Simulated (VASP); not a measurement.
CuC3, 4 atoms in the cell. It takes space group I4/mmm (No. 139, tetragonal). The conventional cell has a = 3.596 Å, b = 3.596 Å, c = 7.936 Å, α = 90.00°, β = 90.00°, γ = 90.00°. Cu (site symmetry 4/mmm) has 12 C at 2.54 to 2.68 Å within 3.4 Å. C (site symmetry -4m2) has 8 C at 2.54 to 2.68 Å and 4 Cu at 2.68 Å within 3.4 Å. C (site symmetry 4/mmm) has 4 Cu at 2.54 Å and 8 C at 2.68 Å within 3.4 Å.  This cell differs from its parent crystal: Sn replaced by C, lengths x 0.793, strained.

| Quantity | Value |
| --- | --- |
| Program | VASP 6.6.1 |
| Task | single point |
| Functional | PBEsol |
| Potentials or basis | VASP PAW PBE potentials, release 64 (Cu, C) |
| Cutoff | 520 eV |
| k mesh | 8 × 8 × 8 |
| Occupations | gaussian, width 0.1 eV |
| Spin | no spin polarisation |
| Dipole correction | no |
| Further INCAR settings | ALGO = Normal; EDIFF = 1e-06; NBANDS = 20 |

Potentials or basis: VASP PAW PBE potentials, release 64 (Cu, C).

Run with:

```console
$ cat potpaw_PBE.64/Cu/POTCAR potpaw_PBE.64/C/POTCAR > POTCAR
$ mpirun -np 1 vasp_std > vasp.out
```

Hardware: 1 thread of Intel(R) Xeon(R) Platinum 8259CL CPU @ 2.50GHz (Skylake/Cascade Lake) (shared host).

Task: How long does it take, and how much memory?

Result: Wall time 83 s on 1 thread of Intel(R) Xeon(R) Platinum 8259CL CPU @ 2.50GHz (Skylake/Cascade Lake) (shared host), peak memory 0.22 GiB. Counts: scf iterations 20, k points 59.
